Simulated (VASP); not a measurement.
Here is a VASP 6.6.1 calculation.

INCAR

```
SYSTEM = Cr
  PREC = Accurate
  ENCUT = 520
  EDIFF = 1E-7
  ISMEAR = -1
  SIGMA = 0.03
  LREAL = .False.
  LASPH = .True.
  NELM = 150
  ALGO = Normal
  ISIF = 2
  LWAVE = .False.
  LCHARG = .False.
  ISPIN = 2
  MAGMOM = 3 3 3 3
  LORBIT = 11
  LMAXMIX = 4
  GGA = CA
  NBANDS = 36
```

Contents of KPOINTS:

```
Automatic mesh
0
Gamma
  11 11 3
  0 0 0
```

Contents of POSCAR:

```
Cr
1.0
    2.7140000000      0.0000000000      0.0000000000
    1.3570000000      2.3503929459      0.0000000000
    0.0000000000      0.0000000000      8.8200000000
Cr
4
Direct
    0.6666666666      0.6666666667      0.1250000000
    0.6666666666      0.6666666667      0.6250000000
    0.3333333334      0.3333333333      0.3750000000
    0.3333333334      0.3333333333      0.8750000000
```

Potentials or basis: VASP PAW LDA potentials, release 64 (Cr_pv).

Launch:

```bash
$ cat potpaw_LDA.64/Cr_pv/POTCAR > POTCAR
$ mpirun -np 1 vasp_std > vasp.out
```

Problem. Predict the net moment.

Solution. 1.12 μB per cell.

Problem. Estimate the site moments.

Solution. Cr +0.26 μB.

Problem. What does it give for the pressure?

Solution. -39.0 GPa.

Stress tensor (GPa, compression positive):
```
-41.73   0.00   0.00
  0.00 -41.73   0.00
  0.00   0.00 -33.42
```

Caveat: the cell stands under tension.
